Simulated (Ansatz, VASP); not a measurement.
**Ta2N: VASP beside Ansatz**

File INCAR:

```
PREC = Accurate
ENCUT = 520
EDIFF = 1E-7
ISMEAR = -1
SIGMA = 0.05
LREAL = False
LASPH = True
NELM = 80
ALGO = Normal
ISIF = 2
LWAVE = False
LCHARG = True
GGA = PS
LELF = True
LVHAR = True
NBANDS = 20
```

The input KPOINTS:

```
Automatic mesh
0
Gamma
  10 10 6
```

Contents of POSCAR:

```
Ta2N
1.0
    3.0506042759      0.0000000000      0.0000000000
   -1.5253021379      2.6419007997      0.0000000000
    0.0000000000      0.0000000000      4.8698410000
Ta N
2 1
Direct
    0.3333333333      0.6666666667      0.2547110000
    0.6666666667      0.3333333333      0.7452890000
    0.0000000000      0.0000000000      0.0000000000
```

input.yaml

```yaml
crystal:
  lattice:
    - [3.0506042759, 0.0, 0.0]
    - [-1.5253021379, 2.6419007997, 0.0]
    - [0.0, 0.0, 4.869841]
  atoms:
    - { symbol: Ta, position: [0.3333333333, 0.6666666667, 0.254711] }
    - { symbol: Ta, position: [0.6666666667, 0.3333333333, 0.745289] }
    - { symbol: "N", position: [0.0, 0.0, 0.0] }
kpoints:
  mp_grid: { grid: [10, 10, 6] }
  band_path:
    path:
      - [0.0, 0.0, 0.0]
      - [0.5, 0.0, 0.0]
      - [0.3333333333, 0.3333333333, 0.0]
      - [0.0, 0.0, 0.0]
      - [0.0, 0.0, 0.5]
      - [0.5, 0.0, 0.5]
      - [0.3333333333, 0.3333333333, 0.5]
      - [0.0, 0.0, 0.5]
    npoints: 6
scf:
  occupations: { method: fermi_dirac, width: 0.05 }
hamiltonian:
  xc: pbesol
  pseudopotentials: { kind: all_electron, lapw: { basis_error: 0.002 } }
output:
  forces: true
  stress: true
  eigenvalues: true
```

Change from the starting cell: strain_xy = -0.02.

Alike in both runs: functional PBEsol; k mesh 10 × 10 × 6; occupations fermi-dirac, width 0.05 eV; no spin polarisation.

|  | VASP | Ansatz |
| --- | --- | --- |
| version | VASP 6.6.1 | Ansatz 0.2.0 |
| potentials or method | VASP PAW PBE potentials, release 64 (Ta_pv, N), cutoff 520 eV | all-electron LAPW, scalar-relativistic |
| task | single point | band structure |

VASP gave:

- gap on the k mesh at the Fermi level (eV): none
- pressure (GPa): 3.0
- traceless stress, the component that is largest in VASP (GPa): -2.11
- rms of the force components (eV/Å): 0.068

**Question.** What did Ansatz give for the same quantities?

**Answer.** gap on the k mesh at the Fermi level (eV): none; pressure (GPa): 2.4; traceless stress, the component that is largest in VASP (GPa): -2.12; rms of the force components (eV/Å): 0.039.

VASP's potentials were made for PBE, not for PBEsol. Atom by atom the forces differ by 0.028 eV/Å (rms over components). A gap of «none» marks a metal or a gap that the smearing closes. Ansatz ran all-electron here, and VASP with PAW potentials.

Neither program's run includes spin-orbit coupling.
